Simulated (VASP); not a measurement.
MgZr2O2, 10 atoms in the cell. The typed cell holds 10 atoms: a = 4.455 Å, b = 4.452 Å, c = 8.426 Å, α = 89.99°, β = 90.00°, γ = 89.89°. 

- Program: VASP 6.6.1
- Task: single point
- Functional: PBE
- Potentials or basis: VASP PAW PBE potentials, release 64 (Mg, Zr_sv, O)
- Cutoff: 520 eV
- k mesh: 6 × 6 × 4
- Occupations: gaussian, width 0.2 eV
- Spin: no spin polarisation
- Dipole correction: no
- Further INCAR settings: ALGO = Normal; EDIFF = 1e-06; NBANDS = 49

Potentials or basis: VASP PAW PBE potentials, release 64 (Mg, Zr_sv, O).

The run is started by

```bash
$ cat potpaw_PBE.64/Mg/POTCAR potpaw_PBE.64/Zr_sv/POTCAR potpaw_PBE.64/O/POTCAR > POTCAR
$ mpirun -np 1 vasp_std > vasp.out
```

Hardware: 1 thread of Oxide Virtual Turin-like Processor, on a shared host.

Question: Estimate the wall time of this run.

Answer: Run time: 15 min on 1 thread of Oxide Virtual Turin-like Processor, on a shared host, peak memory 0.58 GiB. Counts: scf iterations 15, k points 76.
